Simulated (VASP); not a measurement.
Set up this calculation in VASP 6.6.1, as the native input.

* Task: single point
* Functional: r2SCAN
* Potentials or basis: VASP PAW PBE potentials, release 64 (In_d, P)
* Cutoff: 520 eV
* k mesh: 8 × 8 × 8
* Occupations: gaussian, width 0.05 eV
* Spin: no spin polarisation
* Dipole correction: no
* Further INCAR settings: ALGO = Normal; EDIFF = 1e-07; NBANDS = 16

Crystal: InP.

```xyz
2
Lattice="0.0000 2.9536 2.8207 2.9536 0.0000 2.8207 2.9536 2.9536 0.0000" Properties=species:S:1:pos:R:3 pbc="T T T"
In    0.0000    0.0000    0.0000
P     4.4304    4.4304    4.2310
```

This cell differs from its parent crystal: strain -0.0450 x Voigt [0, 0, 1, 0, 0, 0].

One way to write it, as run:

POSCAR

```
InP
1.0
    0.0000000000      2.9535689347      2.8206583326
    2.9535689347      0.0000000000      2.8206583326
    2.9535689347      2.9535689347      0.0000000000
In P
1 1
Direct
    0.0000000000      0.0000000000      0.0000000000
    0.7500000000      0.7500000000      0.7500000000
```

INCAR.step1

```
PREC     = Accurate       # precision mode
ENCUT    = 520            # plane-wave cutoff, eV
ISMEAR   = 0              # smearing method
SIGMA    = 0.05           # smearing width, eV
LREAL    = F              # projectors in reciprocal space
LASPH    = T              # aspherical terms in the spheres
NELM     = 100            # most SCF steps
NBANDS   = 16             # bands
GGA      = PE             # functional
ALGO     = Normal         # electronic algorithm
EDIFF    = 1E-4           # SCF threshold, eV
LWAVE    = T              # write WAVECAR
LCHARG   = F              # write CHGCAR
```

INCAR.step2

```
PREC     = Accurate       # precision mode
ENCUT    = 520            # plane-wave cutoff, eV
EDIFF    = 1E-7           # SCF threshold, eV
ISMEAR   = 0              # smearing method
SIGMA    = 0.05           # smearing width, eV
LREAL    = F              # projectors in reciprocal space
LASPH    = T              # aspherical terms in the spheres
NELM     = 100            # most SCF steps
ALGO     = Normal         # electronic algorithm
ISIF     = 2              # what is computed and relaxed
LWAVE    = F              # write WAVECAR
LCHARG   = F              # write CHGCAR
METAGGA  = R2SCAN         # meta-GGA
LMIXTAU  = T            
NBANDS   = 16             # bands
ISTART   = 1
```

KPOINTS

```
Automatic mesh
0
Gamma
  8 8 8
```

Potentials or basis: VASP PAW PBE potentials, release 64 (In_d, P).

The run is started by

```bash
$ cat potpaw_PBE.64/In_d/POTCAR potpaw_PBE.64/P/POTCAR > POTCAR
$ cp INCAR.step1 INCAR
$ mpirun -np 1 vasp_std > vasp.out
$ cp INCAR.step2 INCAR
$ mpirun -np 1 vasp_std > vasp.out
```

Results of the run:

```yaml
Pressure: 3.3 GPa
Band_gap_on_the_k_mesh: 1.15 eV, direct
```

Caveat: the cell differs from its parent crystal (strain -0.0450 x Voigt [0, 0, 1, 0, 0, 0]); the PAW data sets were made with another functional, which shifts forces and pressure a little; spin-orbit coupling is left out, which moves the levels of the heavy elements.

It took 2.9 min on 1 thread of Intel(R) Xeon(R) Platinum 8488C (Sapphire Rapids) (shared host), peak memory 0.2 GiB.
